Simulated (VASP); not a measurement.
Runs of VASP 6.6.1 on Os. The structure is that of space group P6_3/mmc (No. 194), or close to it. The cells are those of the table. 

```csv
task,level,potentials or basis,cell,gap on the mesh (eV),pressure (GPa)
electric field gradients,PBE,"VASP PAW PBE potentials, release 64 (Os)","a = 2.734, b = 2.734, c = 4.320 Å, angles 90.0, 90.0, 120.0°, 2 atoms",none,8.9
single point,PBE,"VASP PAW PBE potentials, release 64 (Os)","a = 2.775, b = 2.775, c = 4.320 Å, angles 90.0, 90.0, 120.0°, 2 atoms",none,-3.3
electric field gradients,PBE,"VASP PAW PBE potentials, release 64 (Os)","a = 2.775, b = 2.775, c = 4.320 Å, angles 90.0, 90.0, 120.0°, 2 atoms",none,-3.3
single point,PBE,"VASP PAW PBE potentials, release 64 (Os)","a = 2.694, b = 2.694, c = 4.449 Å, angles 90.0, 90.0, 120.0°, 2 atoms",none,9.0
single point,LDA,"VASP PAW LDA potentials, release 64 (Os)","a = 2.697, b = 2.697, c = 4.261 Å, angles 90.0, 90.0, 120.0°, 2 atoms",none,(a)
```

Alike in all rows: no spin polarisation; k mesh 17 × 17 × 10; cutoff (eV) 520; smearing fermi-dirac 0.08 eV.

Estimate the missing entries.

(a) 10.9.

Caveats: spin-orbit coupling is left out, which moves the levels of the heavy elements.

A k mesh can miss the band edges, and the runs leave out spin-orbit coupling on Os.

A gap of «none» marks levels without a gap at the run's occupations.
